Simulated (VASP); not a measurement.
Input of a VASP 6.6.1 run:

The input INCAR:

```
SYSTEM = W
ALGO = Fast
EDIFF = 1E-6
ENCUT = 520
GGA = PS
ISIF = 2
ISMEAR = 0
LASPH = .True.
LCHARG = .False.
LREAL = .False.
LWAVE = .False.
NBANDS = 13
NELM = 60
PREC = Accurate
SIGMA = 0.15
```

Contents of KPOINTS:

```
k-points
0
Gamma
  20 20 20
  0 0 0
```

Contents of POSCAR:

```
W
1.0
    0.0000000000      2.0300000000      2.1010500000
    2.0300000000      0.0000000000      2.1010500000
    2.0300000000      2.0300000000      0.0000000000
W
1
Direct
    0.0000000000      0.0000000000      0.0000000000
```

Potentials or basis: VASP PAW PBE potentials, release 64 (W_sv).

The run is started by

```console
$ cat potpaw_PBE.64/W_sv/POTCAR > POTCAR
$ mpirun -np 1 vasp_std > vasp.out
```

(1) What does it give for the band gap on the k mesh?

(2) Predict the pressure.

Results:

(1) zero (bands 7 and 8 overlap by 3.43 eV).

(2) -20.3 GPa.

Caveat: the cell differs from its parent crystal (strain +0.0350 x Voigt [0, 0, 1, 0, 0, 0]); the cell stands under tension; the PAW data sets were made with another functional, which shifts forces and pressure a little; spin-orbit coupling is left out, which moves the levels of the heavy elements.
